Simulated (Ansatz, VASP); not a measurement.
**TiB2: VASP beside Ansatz**

Contents of INCAR:

```
SYSTEM = TiB2
PREC = Accurate
ENCUT = 520
EDIFF = 1E-6
ISMEAR = -1
SIGMA = 0.03
LREAL = .FALSE.
LASPH = .TRUE.
NELM = 80
ALGO = Normal
ISIF = 2
LWAVE = .FALSE.
LCHARG = .TRUE.
GGA = PS
LELF = .TRUE.
LVHAR = .TRUE.
NBANDS = 16
```

KPOINTS

```
regular mesh
0
G
  14 14 11
  0 0 0
```

The input POSCAR:

```
TiB2
1.0
    2.9882580721      0.0000000000      0.0000000000
   -1.4941290361      2.5879074035      0.0000000000
    0.0000000000      0.0000000000      3.1847676243
Ti B
1 2
Direct
    0.0000000000      0.0000000000      0.0000000000
    0.3333333333      0.6666666667      0.5000000000
    0.6666666667      0.3333333333      0.5000000000
```

Input for Ansatz:

```yaml
crystal:
  lattice:
    - [2.9882580721, 0.0, 0.0]
    - [-1.4941290361, 2.5879074035, 0.0]
    - [0.0, 0.0, 3.1847676243]
  atoms:
    - { symbol: Ti, position: [0.0, 0.0, 0.0] }
    - { symbol: B, position: [0.3333333333, 0.6666666667, 0.5] }
    - { symbol: B, position: [0.6666666667, 0.3333333333, 0.5] }
kpoints:
  mp_grid: { grid: [14, 14, 11] }
  band_path:
    path:
      - [0.0, 0.0, 0.0]
      - [0.5, 0.0, 0.0]
      - [0.3333333333, 0.3333333333, 0.0]
      - [0.0, 0.0, 0.0]
      - [0.0, 0.0, 0.5]
      - [0.5, 0.0, 0.5]
      - [0.3333333333, 0.3333333333, 0.5]
      - [0.0, 0.0, 0.5]
      - [0.5, 0.0, 0.5]
    npoints: 5
scf:
  occupations: { method: fermi_dirac, width: 0.03 }
hamiltonian:
  xc: pbesol
  pseudopotentials: { kind: all_electron, lapw: { basis_error: 0.001 } }
output:
  forces: true
  stress: true
  eigenvalues: true
```

Change from the starting cell: volume scaled by 0.96.

Alike in both runs: task single point; functional PBEsol; k mesh 14 × 14 × 11; occupations fermi-dirac, width 0.03 eV; no spin polarisation.

|  | VASP | Ansatz |
| --- | --- | --- |
| version | VASP 6.6.1 | Ansatz 0.2.0 |
| potentials or method | VASP PAW PBE potentials, release 64 (Ti_sv, B), cutoff 520 eV | all-electron LAPW, scalar-relativistic |

Ansatz gave:

* pressure (GPa): 5.7
* traceless stress, the component that is largest in VASP (GPa): -3.55

**Question.** What did VASP give for the same quantities?

**Answer.** Pressure (GPa): 6.2; traceless stress, the component that is largest in VASP (GPa): -3.68.

VASP's potentials were made for PBE, not for PBEsol. Ansatz ran all-electron here, and VASP with PAW potentials.
